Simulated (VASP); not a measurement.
H14SO6, 21 atoms in the cell. The cell holds a disordered packing, 21 atoms: a = 6.415 Å, b = 6.415 Å, c = 6.415 Å, α = 90.00°, β = 90.00°, γ = 90.00°. 

| Quantity | Value |
| --- | --- |
| Program | VASP 6.6.1 |
| Task | single point |
| Functional | PBE |
| Dispersion | D3(BJ) |
| Potentials or basis | VASP PAW PBE potentials, release 64 (O, H, S) |
| Cutoff | 520 eV |
| k mesh | 1 × 1 × 1 |
| Occupations | fermi-dirac, width 0.05 eV |
| Spin | no spin polarisation |
| Dipole correction | no |
| Further INCAR settings | LREAL = Auto; ALGO = Normal; EDIFF = 1e-06; NBANDS = 44 |

Potentials or basis: VASP PAW PBE potentials, release 64 (O, H, S).

Run with:

```bash
$ cat potpaw_PBE.64/O/POTCAR potpaw_PBE.64/H/POTCAR potpaw_PBE.64/S/POTCAR > POTCAR
$ mpirun -np 1 vasp_gam > vasp.out
```

Hardware: 1 thread of Intel Xeon 8259CL, with other jobs on the host.

Task: How long does it take, and how much memory?

Result: Wall time 35 s on 1 thread of Intel Xeon 8259CL (shared host), peak memory 0.3 GiB. Counts: scf iterations 16, k points 1.
